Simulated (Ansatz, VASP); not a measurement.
## Two plane-wave programs on Cu6H

```
Cu H
1.0
     5.13324    0.00000    0.00000
     0.00000    5.13324    0.00000
     0.00000    0.00000   21.52891
Cu H
12 2
Cartesian
  1.2833 1.2833 4.0000
  1.2833 3.8499 4.0000
  3.8499 1.2833 4.0000
  3.8499 3.8499 4.0000
  0.0000 0.0000 5.7645
  0.0000 2.5666 5.7645
  2.5666 0.0000 5.7645
  2.5666 2.5666 5.7645
  1.2833 1.2833 7.5289
  1.2833 3.8499 7.5289
  3.8499 1.2833 7.5289
  3.8499 3.8499 7.5289
  0.8238 5.1332 10.5289
  1.7428 5.1332 10.5289
```

Alike in both runs: task single point; functional PBE; k mesh 5 × 5 × 1; occupations gaussian, width 0.1 eV; no spin polarisation.

|  | VASP | Ansatz |
| --- | --- | --- |
| version | VASP 6.6.1 | Ansatz 0.2.0 |
| potentials or method | VASP PAW PBE potentials, release 64 (Cu, H), cutoff 520 eV | scalar-relativistic, plane waves, PAW |
| valence electrons in the cell | 134 | 230 |

```csv
,VASP,Ansatz,Ansatz less VASP
gap on the k mesh at the Fermi level (eV),none,none,-
rms of the force components (eV/Å),0.760,0.760,0.0000
```

Atom by atom the forces differ by 0.011 eV/Å (rms over components). A gap of «none» marks a metal or a gap that the smearing closes. VASP's potentials hold 134 valence electrons a cell and Ansatz's 230, so a difference there can come from the potentials and not from the codes.
